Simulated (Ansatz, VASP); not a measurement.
KMgF3: VASP beside Ansatz

File INCAR:

```
  ALGO = Normal
  EDIFF = 1E-6
  ENCUT = 520
  GGA = PE
  ISIF = 2
  ISMEAR = 0
  LASPH = True
  LCHARG = False
  LREAL = False
  LWAVE = False
  NBANDS = 24
  NELM = 80
  PREC = Accurate
  SIGMA = 0.05
```

KPOINTS

```
k-points
0
Gamma
  6 6 6
```

The input POSCAR:

```
KMgF3
1.0
    3.9859000000      0.0000000000      0.0000000000
    0.0000000000      3.9859000000      0.0000000000
    0.0000000000      0.0000000000      3.8663230000
K Mg F
1 1 3
Direct
    0.5000000000      0.5000000000      0.5000000000
    0.0000000000      0.0000000000      0.0000000000
    0.5000000000      0.0000000000      0.0000000000
    0.0000000000      0.5000000000      0.0000000000
    0.0000000000      0.0000000000      0.5000000000
```

Input for Ansatz:

```yaml
crystal:
  lattice:
    - [3.9859, 0.0, 0.0]
    - [0.0, 3.9859, 0.0]
    - [0.0, 0.0, 3.866323]
  atoms:
    - { symbol: K, position: [0.5, 0.5, 0.5] }
    - { symbol: Mg, position: [0.0, 0.0, 0.0] }
    - { symbol: F, position: [0.5, 0.0, 0.0] }
    - { symbol: F, position: [0.0, 0.5, 0.0] }
    - { symbol: F, position: [0.0, 0.0, 0.5] }
basis:
  ecutwfc: 420
kpoints:
  mp_grid: { grid: [6, 6, 6] }
hamiltonian:
  xc: pbe
scf:
  occupations: { method: gaussian, width: 0.05 }
output:
  forces: true
  stress: true
  eigenvalues: true
```

Change from the starting cell: strain +0.000 along x and y, -0.030 along z, atoms carried along.

Alike in both runs: task single point; functional PBE; k mesh 6 × 6 × 6; occupations gaussian, width 0.05 eV; no spin polarisation.

```csv
,VASP,Ansatz
version,VASP 6.6.1,Ansatz 0.2.0
potentials or method,"VASP PAW PBE potentials, release 64 (K_sv, Mg, F), cutoff 520 eV","scalar-relativistic, plane waves, PAW"
valence electrons in the cell,32,40
```

VASP gave:

| Quantity | Value |
| --- | --- |
| gap on the k mesh at the Fermi level (eV) | 7.53 |
| least direct gap on the mesh (eV) | 7.86 |
| pressure (GPa) | 6.2 |
| traceless stress, the component that is largest in VASP (GPa) | 2.52 |

**Question.** Estimate Ansatz's values.

**Answer.** gap on the k mesh at the Fermi level (eV): 7.56; least direct gap on the mesh (eV): 7.88; pressure (GPa): 6.6; traceless stress, the component that is largest in VASP (GPa): 2.51.

VASP's potentials hold 32 valence electrons a cell and Ansatz's 40, so a difference there can come from the potentials and not from the codes.
